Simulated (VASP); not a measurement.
# Mo3P2 (Fmmm) in VASP: single point with PBE

Aim: the single point of Mo3P2 with PBE.

Program: VASP 6.6.1. These are calculated values, not measurements. Logs are shortened: lines on timing, memory, paths and dates and some standing lists are left out, and cuts for length are marked.

## 1. The cell of the first run

It takes space group Fmmm (No. 69, orthorhombic). Conventional cell: a = 5.077 Å, b = 8.493 Å, c = 13.513 Å, α = 90.00°, β = 90.00°, γ = 90.00°. Within 3.2 Å of Mo (site symmetry m) lie 4 P at 2.41 to 2.47 Å and 8 Mo at 2.67 to 3.09 Å. Within 3.5 Å of Mo (site symmetry mm2) lie 6 P at 2.63 to 2.71 Å and 10 Mo at 3.03 to 3.11 Å. Within 2.9 Å of P (site symmetry 2mm) lie 2 P at 2.19 to 2.89 Å and 6 Mo at 2.47 to 2.71 Å. Within 3.2 Å of P (site symmetry 222) lie 8 Mo at 2.41 to 2.63 Å and 2 P at 2.54 Å.

## 2. Single point, PBE

File INCAR:

```
SYSTEM = Mo3P2
  ALGO = Fast
  EDIFF = 1E-6
  ENCUT = 520
  GGA = PE
  ISIF = 2
  ISMEAR = 0
  KPAR = 4
  LASPH = .True.
  LCHARG = .False.
  LREAL = .False.
  LWAVE = .False.
  NBANDS = 63
  NELM = 60
  PREC = Accurate
  SIGMA = 0.1
```

File KPOINTS:

```
k-points
0
Gamma
  10 10 10
  0 0 0
```

File POSCAR:

```
Mo3P2
1.0
    0.0000000000      4.2465246635      6.7562674798
    2.5383684683      0.0000000000      6.7562674798
    2.5383684683      4.2465246635      0.0000000000
Mo P
6 4
Direct
    0.5467306995      0.2325412957      0.7674587043
    0.7674587043      0.4532693005      0.5467306995
    0.4532693005      0.7674587043      0.2325412957
    0.2325412957      0.5467306995      0.4532693005
    0.8164858716      0.8164858716      0.1835141284
    0.1835141284      0.1835141284      0.8164858716
    0.2157234141      0.7842765859      0.7842765859
    0.7842765859      0.2157234141      0.2157234141
    0.7500000000      0.7500000000      0.7500000000
    0.2500000000      0.2500000000      0.2500000000
```

Potentials or basis: VASP PAW PBE potentials, release 64 (Mo_sv, P).

Run with:

```console
> cat potpaw_PBE.64/Mo_sv/POTCAR potpaw_PBE.64/P/POTCAR > POTCAR
> mpirun -np 4 vasp_std > vasp.out
```

OUTCAR:

```text
SYSTEM = Mo3P2
   EDIFF = 1E-6
   ENCUT = 520
   GGA = PE
   ISIF = 2
   ISMEAR = 0
   LASPH = .True.
   LREAL = .False.
   NELM = 60
   PREC = Accurate

 ion  position               nearest neighbor table
   1  0.547  0.233  0.767-   9 2.41  10 2.41   7 2.47   8 2.47   4 2.67   2 2.98   4 2.99   4 2.99
                             5 3.03   5 3.03   5 3.08   6 3.09
   2  0.767  0.453  0.547-   9 2.41  10 2.41   8 2.47   7 2.47   3 2.67   1 2.98   3 2.99   3 2.99
                             6 3.03   6 3.03   6 3.08   5 3.09
   3  0.453  0.767  0.233-   9 2.41  10 2.41   7 2.47   8 2.47   2 2.67   4 2.98   2 2.99   2 2.99
                             6 3.03   6 3.03   6 3.08   5 3.09
   4  0.233  0.547  0.453-   9 2.41  10 2.41   8 2.47   7 2.47   1 2.67   3 2.98   1 2.99   1 2.99
                             5 3.03   5 3.03   5 3.08   6 3.09
   5  0.816  0.816  0.184-   9 2.63   9 2.63  10 2.63  10 2.63   8 2.71   7 2.71   4 3.03   1 3.03
                             4 3.03   1 3.03   4 3.08   1 3.08   2 3.09   3 3.09   6 3.11   6 3.11
   6  0.184  0.184  0.816-   9 2.63   9 2.63  10 2.63  10 2.63   7 2.71   8 2.71   2 3.03   3 3.03
                             2 3.03   3 3.03   2 3.08   3 3.08   1 3.09   4 3.09   5 3.11   5 3.11
   7  0.216  0.784  0.784-   8 2.19   4 2.47   2 2.47   3 2.47   1 2.47   6 2.71   5 2.71   8 2.89

   8  0.784  0.216  0.216-   7 2.19   1 2.47   2 2.47   3 2.47   4 2.47   5 2.71   6 2.71   7 2.89

   9  0.750  0.750  0.750-   1 2.41   2 2.41   3 2.41   4 2.41  10 2.54  10 2.54   6 2.63   5 2.63
                             6 2.63   5 2.63
  10  0.250  0.250  0.250-   1 2.41   2 2.41   3 2.41   4 2.41   9 2.54   9 2.54   5 2.63   6 2.63
                             5 2.63   6 2.63

  LATTYP: Found a face centered orthorhombic cell.
 ALAT       =     5.0767369366
 B/A-ratio  =     1.6729346888
 C/A-ratio  =     2.6616575033

  Lattice vectors:

 A1 = (   0.0000000000,   4.2465246635,   6.7562674798)
 A2 = (   2.5383684683,   0.0000000000,   6.7562674798)
 A3 = (   2.5383684683,   4.2465246635,   0.0000000000)

Analysis of symmetry for initial positions (statically):
=====================================================================
 Subroutine PRICEL returns:
 Original cell was already a primitive cell.

 Routine SETGRP: Setting up the symmetry group for a
 face centered orthorhombic supercell.

 Subroutine GETGRP returns: Found  8 space group operations
 (whereof  8 operations were pure point group operations)
 out of a pool of  8 trial point group operations.

The static configuration has the point symmetry D_2h.

Analysis of symmetry for dynamics (positions and initial velocities):
=====================================================================
 Subroutine PRICEL returns:
 Original cell was already a primitive cell.

[... 138 lines left out ...]
   ISMEAR =     0;   SIGMA  =   0.10  broadening in eV -4-tet -1-fermi 0-gaus
   EFERMI_NEDOS =   21; number of points for ismear=-14 and -15
   IALGO  =     68    algorithm
   IMIX   =      4    mixing-type and parameters
     AMIX     =   0.40;   BMIX     =  1.00
     AMIX_MAG =   1.60;   BMIX_MAG =  1.00
  volume/ion in A,a.u.               =      14.57        98.29
  Fermi-wavevector in a.u.,A,eV,Ry     =   1.463224  2.765093 29.130417  2.141025
  Thomas-Fermi vector in A             =   2.579344
   LORBIT       =      0    0 simple, 1 ext, 2 COOP (PROOUT), +10 PAW based schemes
   GGA     = PE    functional components
   LHFCALC =     F    Hartree Fock is set to
   AEXX    =    0.0000 exact exchange contribution
   IVDW    =     0    specifies the selected vdW correction
   LEPSILON=     F    determine dielectric tensor
   LRPA    =     F    only Hartree local field effects (RPA)
 non-spin polarized calculation
 RMM-DIIS sequential band-by-band and
 Gauss-broadening in eV      SIGMA  =   0.10
  energy-cutoff  :      520.00
  volume of cell :      145.65
 maximum number of plane-waves:      3950
   NGX = 29   NGY = 27   NGZ = 19

 number of electron     104.0000003 magnetization

 Free energy of the ion-electron system (eV)
  ---------------------------------------------------
  ext. energy  EPLUGINS =         0.00000000
  ---------------------------------------------------
  free energy    TOTEN  =       -88.25698531 eV

  energy without entropy =      -88.21193921  energy(sigma->0) =      -88.23446226

 E-fermi :  12.1920     XC(G=0): -12.7776

 val. band max:       12.1919401935   @ k =  -0.4000   0.1000   0.5000
 cond. band min:      12.1982803668   @ k =  -0.4000  -0.0000   0.4000
 fundamental gap:      0.0063401733
 Fermi energy:        12.1919579435

 k-point     1 :       0.0000    0.0000    0.0000
  band No.  band energies     occupation
      1     -49.1804      2.00000
      2     -49.1539      2.00000
      3     -48.6839      2.00000
      4     -48.6645      2.00000
      5     -48.5716      2.00000
      6     -48.5518      2.00000
[... 1573 lines left out ...]
     62      14.9107      0.00000
     63      15.5871      0.00000

 [... further k-points ...]

------------------------ aborting loop because EDIFF is reached ----------------------------------------

  FORCE on cell =-STRESS in cart. coord.  units (eV):
  Direction    XX          YY          ZZ          XY          YZ          ZX
  --------------------------------------------------------------------------------------
  -------------------------------------------------------------------------------------
  Total        0.0369497      0.2000762      0.1658902      0.0000000      0.0000000      0.0000000
  in kB        0.4064399      2.2008014      1.8247619      0.0000000      0.0000000      0.0000000
  external PRESSURE =       1.4773344 kB  Pullay stress =       0.0000000 kB

 VOLUME and BASIS-vectors are now :
 -----------------------------------------------------------------------------
  energy-cutoff  :      520.00
  volume of cell :      145.65
      direct lattice vectors                 reciprocal lattice vectors
     0.000000000  4.246524663  6.756267480    -0.196976919  0.117743341  0.074005359
     2.538368468  0.000000000  6.756267480     0.196976919 -0.117743341  0.074005359
     2.538368468  4.246524663  0.000000000     0.196976919  0.117743341 -0.074005359

 POSITION                                       TOTAL-FORCE (eV/Angst)
 -----------------------------------------------------------------------------------
      2.53837      5.58074      5.26497         0.000000      0.009767      0.001220
      2.53837      5.58074      8.24756         0.000000      0.009767     -0.001220
      2.53837      2.91231      8.24756         0.000000     -0.009767     -0.001220
      2.53837      2.91231      5.26497         0.000000     -0.009767      0.001220
      2.53837      4.24652     11.03279         0.000000      0.000000     -0.000906
      2.53837      4.24652      2.47974         0.000000      0.000000      0.000906
      3.98157      4.24652      6.75627         0.045950      0.000000     -0.000000
      1.09517      4.24652      6.75627        -0.045950      0.000000     -0.000000
      3.80755      6.36979     10.13440         0.000000      0.000000     -0.000000
      1.26918      2.12326      3.37813         0.000000      0.000000     -0.000000
 -----------------------------------------------------------------------------------
    total drift:                               -0.000000     -0.000000      0.000000

  FREE ENERGIE OF THE ION-ELECTRON SYSTEM (eV)
  ---------------------------------------------------
  free  energy   TOTEN  =       -88.2569853050 eV

  energy  without entropy=      -88.2119392065  energy(sigma->0) =      -88.23446226
```

OSZICAR:

```text
N       E                     dE             d eps       ncg     rms          rms(c)
DAV:   1     0.117182816030E+04    0.11718E+04   -0.62076E+04 21994   0.167E+03
DAV:   2    -0.338201407822E+02   -0.12056E+04   -0.11784E+04 23359   0.500E+02
DAV:   3    -0.921258079529E+02   -0.58306E+02   -0.56512E+02 28421   0.973E+01
DAV:   4    -0.937339491991E+02   -0.16081E+01   -0.15795E+01 26708   0.129E+01
DAV:   5    -0.937667334283E+02   -0.32784E-01   -0.32602E-01 26384   0.184E+00    0.456E+01
RMM:   6    -0.890569254692E+02    0.47098E+01   -0.27615E+01 23901   0.179E+01    0.168E+01
RMM:   7    -0.904978345550E+02   -0.14409E+01   -0.13162E+01 25587   0.112E+01    0.110E+01
RMM:   8    -0.882390540925E+02    0.22588E+01   -0.40876E+00 23702   0.698E+00    0.315E+00
RMM:   9    -0.882756473724E+02   -0.36593E-01   -0.13018E+00 28363   0.282E+00    0.128E+00
RMM:  10    -0.882527340081E+02    0.22913E-01   -0.19380E-01 25711   0.138E+00    0.580E-01
RMM:  11    -0.882563456373E+02   -0.36116E-02   -0.53278E-02 29492   0.574E-01    0.345E-01
RMM:  12    -0.882566460935E+02   -0.30046E-03   -0.10570E-02 27795   0.277E-01    0.142E-01
RMM:  13    -0.882569167373E+02   -0.27064E-03   -0.31818E-03 29872   0.131E-01    0.614E-02
RMM:  14    -0.882569604013E+02   -0.43664E-04   -0.56730E-04 27792   0.616E-02    0.318E-02
RMM:  15    -0.882569738284E+02   -0.13427E-04   -0.26134E-04 27854   0.349E-02    0.752E-03
RMM:  16    -0.882569827493E+02   -0.89209E-05   -0.88324E-05 25849   0.176E-02    0.447E-03
RMM:  17    -0.882569848740E+02   -0.21248E-05   -0.22915E-05 20811   0.743E-03    0.285E-03
RMM:  18    -0.882569853050E+02   -0.43096E-06   -0.81911E-06 17997   0.411E-03
   1 F= -.88256985E+02 E0= -.88234462E+02  d E =-.450461E-01
```

Run time: 29 min. Hardware: 4 MPI ranks of Oxide Virtual Turin-like, shared host; peak memory 1.1 GiB.

What came out:

```
Free energy            : -88.2570 eV
Pressure               : 0.1 GPa
Largest force          : 0.046 eV/Å
Band gap on the k mesh : zero (bands 52 and 53 overlap by 0.83 eV)
```

Forces in eV/Å, atoms in the order of the input:
```
Mo   0.000  0.010  0.001
Mo   0.000  0.010 -0.001
Mo   0.000 -0.010 -0.001
Mo   0.000 -0.010  0.001
Mo   0.000  0.000 -0.001
Mo   0.000  0.000  0.001
P    0.046  0.000  0.000
P   -0.046  0.000  0.000
P    0.000  0.000  0.000
P    0.000  0.000  0.000
```

Stress tensor (GPa, compression positive):
```
0.04 0.00 0.00
0.00 0.22 0.00
0.00 0.00 0.18
```

Levels at points of the mesh, in eV from the Fermi level:
| k point | band 50 | band 51 | band 52 | band 53 | band 54 | band 55 |
| --- | --- | --- | --- | --- | --- | --- |
| (0.00, 0.00, 0.00) | -0.61 | -0.08 | 0.25 | 0.28 | 0.80 | 0.82 |
| (0.50, 0.00, 0.00) | -0.25 | -0.20 | 0.13 | 0.21 | 0.43 | 0.70 |
| (0.50, 0.50, 0.00) | -0.75 | -0.71 | -0.41 | -0.30 | 0.10 | 0.14 |
| (0.50, 0.00, 0.50) | -0.67 | -0.08 | 0.05 | 0.21 | 0.35 | 0.82 |
| (0.00, 0.50, 0.50) | -0.83 | -0.77 | -0.36 | -0.26 | -0.20 | 0.61 |
